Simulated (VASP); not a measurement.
# Ge (I4_1/amd) in VASP: notebook

Ge is run at these levels: PBEsol; tasks: single point.

All numbers are computed with VASP 6.6.1; they aren't measurements. Logs are shortened: lines on timing, memory, paths and dates and some standing lists are left out, and cuts for length are marked.

## 1. The cell of the first run

It takes space group I4_1/amd (No. 141, tetragonal). Conventional cell: a = 5.149 Å, b = 5.149 Å, c = 2.879 Å, α = 90.00°, β = 90.00°, γ = 90.00°. Ge (site symmetry -4m2) has 10 Ge at 2.67 to 3.36 Å within 3.5 Å.

## 2. Single point, PBEsol (strain +0.000 along x and y, +0.030 along z)

INCAR reads:

```
SYSTEM = Ge
PREC = Accurate
ENCUT = 520
EDIFF = 1E-6
ISMEAR = 0
SIGMA = 0.15
LREAL = .False.
LASPH = .True.
NELM = 80
ALGO = Normal
ISIF = 2
LWAVE = .False.
LCHARG = .False.
GGA = PS
NBANDS = 21
```

KPOINTS reads:

```
Automatic mesh
0
Gamma
  20 20 20
  0 0 0
```

POSCAR reads:

```
Ge
1.0
   -2.5744897190      2.5744897190      1.4393350225
    2.5744897190     -2.5744897190      1.4393350225
    2.5744897190      2.5744897190     -1.4393350225
Ge
2
Direct
    0.2500000000      0.7500000000      0.5000000000
    0.5000000000      0.5000000000      0.0000000000
```

Potentials or basis: VASP PAW PBE potentials, release 64 (Ge_d).

Started as:

```bash
cat potpaw_PBE.64/Ge_d/POTCAR > POTCAR
mpirun -np 1 vasp_std > vasp.out
```

OUTCAR:

```text
SYSTEM = Ge
   PREC = Accurate
   ENCUT = 520
   EDIFF = 1E-6
   ISMEAR = 0
   LREAL = .False.
   LASPH = .True.
   NELM = 80
   ISIF = 2
   GGA = PS

 ion  position               nearest neighbor table
   1  0.250  0.750  0.500-   2 2.67   2 2.67   2 2.67   2 2.67
   2  0.500  0.500  0.000-   1 2.67   1 2.67   1 2.67   1 2.67

  LATTYP: Found a body centered tetragonal cell.
 ALAT       =     5.1489794380
 C/A-ratio  =     0.5590758479

  Lattice vectors:

 A1 = (  -2.5744897190,   2.5744897190,   1.4393350225)
 A2 = (   2.5744897190,  -2.5744897190,   1.4393350225)
 A3 = (   2.5744897190,   2.5744897190,  -1.4393350225)

Analysis of symmetry for initial positions (statically):
=====================================================================
 Subroutine PRICEL returns:
 Original cell was already a primitive cell.

 Routine SETGRP: Setting up the symmetry group for a
 body centered tetragonal supercell.

 Subroutine GETGRP returns: Found 16 space group operations
 (whereof  8 operations were pure point group operations)
 out of a pool of 16 trial point group operations.

The static configuration has the point symmetry D_2d.
 The point group associated with its full space group is D_4h.

Analysis of symmetry for dynamics (positions and initial velocities):
=====================================================================
 Subroutine PRICEL returns:
 Original cell was already a primitive cell.

 Routine SETGRP: Setting up the symmetry group for a
 body centered tetragonal supercell.

 Subroutine GETGRP returns: Found 16 space group operations
 (whereof  8 operations were pure point group operations)
 out of a pool of 16 trial point group operations.

The dynamic configuration has the point symmetry D_2d.
 The point group associated with its full space group is D_4h.

 Subroutine INISYM returns: Found 16 space group operations
 (whereof  8 operations are pure point group operations),
 and found     1 'primitive' translations

----------------------------------------------------------------------------------------

                                     Primitive cell

  volume of cell :      38.1596

  direct lattice vectors                    reciprocal lattice vectors
    -2.574489719  2.574489719  1.439335022     0.000000000  0.194213244  0.347382640
     2.574489719 -2.574489719  1.439335022     0.194213244  0.000000000  0.347382640
     2.574489719  2.574489719 -1.439335022     0.194213244  0.194213244  0.000000000

  length of vectors
     3.915058101  3.915058101  3.915058101     0.397986787  0.397986787  0.274659004

  position of ions in fractional coordinates (direct lattice)
     0.250000000  0.750000000  0.500000000
     0.500000000  0.500000000  0.000000000

  ion indices of the primitive-cell ions
   primitive index   ion index
                 1           1
                 2           2

----------------------------------------------------------------------------------------

 KPOINTS: Automatic mesh

Automatic generation of k-mesh.
 Grid dimensions read from file:
 generate k-points for:   20   20   20

 Generating k-lattice:

  Cartesian coordinates                     Fractional coordinates (reciprocal lattice)
     0.000000000  0.009710662  0.017369132     0.050000000  0.000000000 -0.000000000
     0.009710662  0.000000000  0.017369132     0.000000000  0.050000000 -0.000000000
     0.009710662  0.009710662  0.000000000     0.000000000  0.000000000  0.050000000

  Length of vectors
     0.019899339  0.019899339  0.013732950

  Shift w.r.t. Gamma in fractional coordinates (k-lattice)
     0.000000000  0.000000000  0.000000000

 Subroutine IBZKPT returns following result:
 ===========================================

 Found    641 irreducible k-points:

 Following reciprocal coordinates:
            Coordinates               Weight
  0.000000  0.000000  0.000000      1.000000
  0.050000 -0.000000  0.000000      8.000000
  0.100000  0.000000 -0.000000      8.000000
  0.150000 -0.000000  0.000000      8.000000
  0.200000  0.000000 -0.000000      8.000000
  0.250000 -0.000000  0.000000      8.000000
[... 16 lines left out ...]
 -0.400000  0.050000  0.000000     16.000000
 -0.350000  0.050000 -0.000000     16.000000
 [... further k-points ...]
   k-points           NKPTS =    641   k-points in BZ     NKDIM =    641   number of bands    NBANDS=     21
   number of dos      NEDOS =    301   number of ions     NIONS =      2
   total plane-waves  NPLWV =  27000
   dimension x,y,z NGX =    30 NGY =   30 NGZ =   30
   dimension x,y,z NGXF=    60 NGYF=   60 NGZF=   60
   ions per type =               2
   NGX,Y,Z   is equivalent  to a cutoff of  12.74, 12.74, 12.74 a.u.
   NGXF,Y,Z  is equivalent  to a cutoff of  25.48, 25.48, 25.48 a.u.
 SYSTEM =  Ge
   PREC   = accura    normal or accurate (medium, high low for compatibility)
   ISTART =      0    job   : 0-new  1-cont  2-samecut
   ICHARG =      2    charge: 1-file 2-atom 10-const
   ISPIN  =      1    spin polarized calculation?
   LNONCOLLINEAR =      F non collinear calculations
   LSORBIT =      F    spin-orbit coupling
   LASPH  =      T    aspherical Exc in radial PAW
   ENCUT  =  520.0 eV  38.22 Ry    6.18 a.u.   7.28  7.28  7.28*2*pi/ulx,y,z
   NELM   =     80;   NELMIN=  2; NELMDL= -5     # of ELM steps
   EDIFF  = 0.1E-05   stopping-criterion for ELM
   LREAL  =      F    real-space projection
   EDIFFG = 0.1E-04   stopping-criterion for IOM
   NSW    =      0    number of steps for IOM
   IBRION =     -1    ionic relax: 0-MD 1-quasi-New 2-CG
   NFREE  =      0    steps in history (QN), initial steepest desc. (CG)
   ISIF   =      2    stress and relaxation
   ISYM   =      2    0-nonsym 1-usesym 2-fastsym
   POTIM  = 0.5000    time-step for ionic-motion
   TEBEG  =    0.0;   TEEND  =   0.0 temperature during run
   PSTRESS=    0.0 pullay stress
   NELECT =      28.0000    total number of electrons
   NUPDOWN=      -1.0000    fix difference up-down
   EMIN   =  10.00;   EMAX   =-10.00  energy-range for DOS
   EFERMI =   0.00;   METHOD = LEGACY
   ISMEAR =     0;   SIGMA  =   0.15  broadening in eV -4-tet -1-fermi 0-gaus
   EFERMI_NEDOS =   21; number of points for ismear=-14 and -15
   IALGO  =     38    algorithm
   IMIX   =      4    mixing-type and parameters
     AMIX     =   0.40;   BMIX     =  1.00
     AMIX_MAG =   1.60;   BMIX_MAG =  1.00
  volume/ion in A,a.u.               =      19.08       128.76
  Fermi-wavevector in a.u.,A,eV,Ry     =   1.476588  2.790347 29.664962  2.180313
  Thomas-Fermi vector in A             =   2.591097
   LORBIT       =      0    0 simple, 1 ext, 2 COOP (PROOUT), +10 PAW based schemes
   GGA     = PS    functional components
   LHFCALC =     F    Hartree Fock is set to
   AEXX    =    0.0000 exact exchange contribution
   IVDW    =     0    specifies the selected vdW correction
   LEPSILON=     F    determine dielectric tensor
   LRPA    =     F    only Hartree local field effects (RPA)
 non-spin polarized calculation
 Gauss-broadening in eV      SIGMA  =   0.15
  energy-cutoff  :      520.00
  volume of cell :       38.16
 maximum number of plane-waves:      1053
 NGX is ok and might be reduce to    30
   NGX = 15   NGY = 15   NGZ = 15

 number of electron      28.0000018 magnetization

 Free energy of the ion-electron system (eV)
  ---------------------------------------------------
  ext. energy  EPLUGINS =         0.00000000
  ---------------------------------------------------
  free energy    TOTEN  =        -9.52863433 eV

  energy without entropy =       -9.52048465  energy(sigma->0) =       -9.52455949

 E-fermi :   6.3205     XC(G=0): -11.3203

 val. band max:        6.3152094115   @ k =   0.3000   0.1500  -0.0000
 cond. band min:       6.3268940303   @ k =  -0.2000   0.4000   0.1000
 fundamental gap:      0.0116846188
 Fermi energy:         6.3204684251

 k-point     1 :       0.0000    0.0000    0.0000
  band No.  band energies     occupation
      1     -18.3164      2.00000
      2     -18.2601      2.00000
      3     -18.2428      2.00000
      4     -18.2288      2.00000
      5     -18.1503      2.00000
      6     -18.1503      2.00000
[... 13 lines left out ...]
     20      18.0893      0.00000
     21      18.7991      0.00000

 k-point     2 :       0.0500   -0.0000    0.0000
  band No.  band energies     occupation
      1     -18.3155      2.00000
      2     -18.2576      2.00000
      3     -18.2416      2.00000
      4     -18.2257      2.00000
      5     -18.1525      2.00000
      6     -18.1522      2.00000
[... 13 lines left out ...]
     20      18.0612      0.00000
     21      18.9216      0.00000

 k-point     3 :       0.1000    0.0000   -0.0000
  band No.  band energies     occupation
      1     -18.3128      2.00000
      2     -18.2504      2.00000
      3     -18.2382      2.00000
      4     -18.2174      2.00000
      5     -18.1579      2.00000
      6     -18.1555      2.00000
[... 13 lines left out ...]
     20      17.3695      0.00000
     21      17.8779      0.00000

 k-point     4 :       0.1500   -0.0000    0.0000
  band No.  band energies     occupation
      1     -18.3084      2.00000
      2     -18.2401      2.00000
      3     -18.2327      2.00000
      4     -18.2065      2.00000
      5     -18.1651      2.00000
      6     -18.1568      2.00000
[... 13 lines left out ...]
     20      16.4283      0.00000
     21      17.1934      0.00000

 k-point     5 :       0.2000    0.0000   -0.0000
  band No.  band energies     occupation
      1     -18.3026      2.00000
      2     -18.2289      2.00000
      3     -18.2261      2.00000
      4     -18.1980      2.00000
      5     -18.1729      2.00000
      6     -18.1531      2.00000
[... 13 lines left out ...]
     20      15.6266      0.00000
     21      17.0154      0.00000
[... 382 lines left out ...]
     20      17.9518      0.00000
     21      18.3775      0.00000

 k-point    22 :      -0.4500    0.0500   -0.0000
  band No.  band energies     occupation
      1     -18.2754      2.00000
      2     -18.2273      2.00000
      3     -18.2183      2.00000
      4     -18.2033      2.00000
      5     -18.1731      2.00000
      6     -18.1707      2.00000
[... 13 lines left out ...]
     20      16.9800      0.00000
     21      18.7785      0.00000

 k-point    23 :      -0.4000    0.0500    0.0000
  band No.  band energies     occupation
      1     -18.2796      2.00000
      2     -18.2197      2.00000
      3     -18.2146      2.00000
      4     -18.2071      2.00000
      5     -18.1772      2.00000
      6     -18.1668      2.00000
[... 13 lines left out ...]
     20      15.6943      0.00000
     21      18.1307      0.00000

 k-point    24 :      -0.3500    0.0500   -0.0000
  band No.  band energies     occupation
      1     -18.2851      2.00000
      2     -18.2177      2.00000
      3     -18.2109      2.00000
      4     -18.2082      2.00000
      5     -18.1795      2.00000
      6     -18.1620      2.00000
[... 13 lines left out ...]
     20      14.9892      0.00000
     21      17.5408      0.00000

 [... further k-points ...]
[... 5 lines left out ...]
  --------------------------------------------------------------------------------------
  -------------------------------------------------------------------------------------
  Total       -0.6209220     -0.6209220     -0.7818062      0.0000000      0.0000000      0.0000000
  in kB      -26.0701441    -26.0701441    -32.8250574      0.0000000      0.0000000      0.0000000
  external PRESSURE =     -28.3217819 kB  Pullay stress =       0.0000000 kB

 VOLUME and BASIS-vectors are now :
 -----------------------------------------------------------------------------
  energy-cutoff  :      520.00
  volume of cell :       38.16
      direct lattice vectors                 reciprocal lattice vectors
    -2.574489719  2.574489719  1.439335022     0.000000000  0.194213244  0.347382640
     2.574489719 -2.574489719  1.439335022     0.194213244  0.000000000  0.347382640
     2.574489719  2.574489719 -1.439335022     0.194213244  0.194213244  0.000000000

 POSITION                                       TOTAL-FORCE (eV/Angst)
 -----------------------------------------------------------------------------------
      2.57449      0.00000      0.71967         0.000000      0.000000      0.000000
      0.00000      0.00000      1.43934        -0.000000     -0.000000     -0.000000
 -----------------------------------------------------------------------------------
    total drift:                                0.000000     -0.000000      0.000000

  FREE ENERGIE OF THE ION-ELECTRON SYSTEM (eV)
  ---------------------------------------------------
  free  energy   TOTEN  =        -9.5286343286 eV

  energy  without entropy=       -9.5204846511  energy(sigma->0) =       -9.52455949
```

Wall time 15 min (1 thread of AMD EPYC 7R13, shared host); peak memory 0.46 GiB.

Results:

* Free energy: -9.5286 eV
* Pressure: -2.8 GPa
* Band gap on the k mesh: zero (band 14 reaches 8.19 eV, above the bottom of band 15 at 3.01 eV)

Caveat: the cell differs from its parent crystal (strain +0.000 along x and y, +0.030 along z); the PAW data sets were made with another functional, which shifts forces and pressure a little.

## 3. Single point, PBEsol (strain +0.015 along x and y, +0.000 along z)

INCAR reads:

```
SYSTEM = Ge
ALGO = Normal ; EDIFF = 1E-7
ENCUT = 520 ; GGA = PS
ISIF = 2 ; ISMEAR = 0
LASPH = .TRUE. ; LCHARG = .TRUE.
LELF = .TRUE. ; LREAL = .FALSE.
LVHAR = .TRUE. ; LWAVE = .FALSE.
NBANDS = 21 ; NELM = 60
PREC = Accurate ; SIGMA = 0.15
```

KPOINTS reads:

```
k-points
0
G
  20 20 20
  0 0 0
```

POSCAR reads:

```
Ge
1.0
   -2.6131070648      2.6131070648      1.3974126432
    2.6131070648     -2.6131070648      1.3974126432
    2.6131070648      2.6131070648     -1.3974126432
Ge
2
Direct
    0.2500000000      0.7500000000      0.5000000000
    0.5000000000      0.5000000000      0.0000000000
```

Potentials or basis: VASP PAW PBE potentials, release 64 (Ge_d).

Started as:

```bash
cat potpaw_PBE.64/Ge_d/POTCAR > POTCAR
mpirun -np 1 vasp_std > vasp.out
```

Run time: 14 min. Hardware: 1 thread of AMD EPYC 7R13, shared host; peak memory 0.46 GiB.

Results (log left out):

```
Free energy            : -9.5247 eV
Pressure               : -2.8 GPa
Band gap on the k mesh : zero (band 14 reaches 7.98 eV, above the bottom of band 15 at 3.07 eV)
```

Stress tensor (GPa, compression positive):
```
-3.37  0.00  0.00
 0.00 -3.37  0.00
 0.00  0.00 -1.64
```

Levels at points of the mesh, in eV from the Fermi level:
| k point | band 12 | band 13 | band 14 | band 15 | band 16 | band 17 |
| --- | --- | --- | --- | --- | --- | --- |
| (0.00, 0.00, 0.00) | -4.32 | -2.30 | -2.30 | 3.27 | 7.28 | 7.28 |
| (0.50, 0.00, 0.00) | -6.19 | -2.66 | -1.98 | -1.18 | 2.56 | 3.47 |
| (0.50, 0.50, 0.00) | -10.40 | 0.56 | 0.56 | 1.71 | 1.71 | 7.65 |
| (0.50, 0.50, 0.50) | -8.84 | -5.72 | -5.72 | 6.39 | 6.39 | 10.49 |

Caveat: the cell differs from its parent crystal (strain +0.015 along x and y, +0.000 along z); the PAW data sets were made with another functional, which shifts forces and pressure a little.
